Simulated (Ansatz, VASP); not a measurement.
## One calculation of Au, two programs

File INCAR:

```
ALGO     = Normal         # electronic algorithm
EDIFF    = 1E-6           # SCF threshold, eV
ENCUT    = 520            # plane-wave cutoff, eV
GGA      = CA             # functional
ISIF     = 2              # what is computed and relaxed
ISMEAR   = -1             # smearing method
LASPH    = True           # aspherical terms in the spheres
LCHARG   = False          # write CHGCAR
LREAL    = False          # projectors in reciprocal space
LWAVE    = False          # write WAVECAR
NBANDS   = 18             # bands
NELM     = 80             # most SCF steps
PREC     = Accurate       # precision mode
SIGMA    = 0.1            # smearing width, eV
```

File KPOINTS:

```
k-points
0
Gamma
  13 13 13
```

The input POSCAR:

```
Au
1.0
   -3.0135329648      3.4278849486      1.3567900018
    3.4278849486     -3.0135329648      1.3567900018
    1.9637988134      1.9637988134     -0.5979035845
Au
2
Direct
    0.0073149190      0.9926850810      0.0000000000
    0.7426850810      0.2573149190      0.5000000000
```

Input for Ansatz:

```yaml
crystal:
  lattice:
    - [-3.0135329648, 3.4278849486, 1.3567900018]
    - [3.4278849486, -3.0135329648, 1.3567900018]
    - [1.9637988134, 1.9637988134, -0.5979035845]
  atoms:
    - { symbol: Au, position: [0.007314919, 0.992685081, 0.0] }
    - { symbol: Au, position: [0.742685081, 0.257314919, 0.5] }
hamiltonian:
  xc: lda
  pseudopotentials:
    kind: paw
    azcp:
      Au: "pseudopotentials/Au.paw.azcp"
basis:
  ecutwfc: 420
  fft_grid_basis: typed
kpoints:
  mp_grid: { grid: [13, 13, 13], shift: [0, 0, 0] }
magnetization:
  spin_polarized: false
scf:
  occupations: { method: fermi_dirac, width: 0.1 }
  lower_state_search: "off"
output:
  stress: true
  write_density: true
  write_potential: true
  elf: true
  volumetric_format: npy
```

Alike in both runs: task single point; functional LDA; k mesh 13 × 13 × 13; occupations fermi-dirac, width 0.1 eV; no spin polarisation.

|  | VASP | Ansatz |
| --- | --- | --- |
| version | VASP 6.6.1 | Ansatz 0.2.0 |
| potentials or method | VASP PAW LDA potentials, release 64 (Au), cutoff 520 eV | plane waves (420 eV) with PAW, scalar-relativistic |
| valence electrons in the cell | 22 | 38 |

VASP gave:

```
pressure (GPa)                                                : -6.0
traceless stress, the component that is largest in VASP (GPa) : 0.62
```

**Question.** Which values does Ansatz return?

**Answer.** Pressure (GPa): -6.4; traceless stress, the component that is largest in VASP (GPa): 0.61.

Ansatz warns that its potentials were made for another functional, while VASP's fit it. LDA's correlation is that of Perdew and Zunger in VASP and of Perdew and Wang (1992) in Ansatz. VASP's potentials hold 22 valence electrons a cell and Ansatz's 38, so a difference there can come from the potentials and not from the codes.

Spin-orbit coupling is off throughout.
